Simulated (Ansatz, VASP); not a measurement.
Two plane-wave programs on Cr

```xyz
2
Lattice="-2.7821 2.7827 1.1656 2.7827 -2.7821 1.1656 1.7004 1.7004 -1.1646" Properties=species:S:1:pos:R:3 pbc="T T T"
Cr    4.4830   -1.0816    0.0010
Cr   -0.5406    2.2416    0.5833
```

Alike in both runs: task single point; functional LDA; k mesh 17 × 17 × 15; occupations fermi-dirac, width 0.1 eV; no spin polarisation.

|  | VASP | Ansatz |
| --- | --- | --- |
| version | VASP 6.6.1 | Ansatz 0.2.0 |
| potentials or method | VASP PAW LDA potentials, release 64 (Cr_pv), cutoff 520 eV | plane waves (420 eV) with PAW, scalar-relativistic |
| valence electrons in the cell | 24 | 28 |

Ansatz gave:

| Property | Result |
| --- | --- |
| pressure (GPa) | 0.0 |
| traceless stress, the component that is largest in VASP (GPa) | 0.27 |

**Question.** Which values does VASP return?

**Answer.** Pressure (GPa): 0.1; traceless stress, the component that is largest in VASP (GPa): 0.19.

Ansatz warns that its potentials were made for another functional, while VASP's fit it. LDA's correlation is that of Perdew and Zunger in VASP and of Perdew and Wang (1992) in Ansatz. VASP's potentials hold 24 valence electrons a cell and Ansatz's 28, so a difference there can come from the potentials and not from the codes.
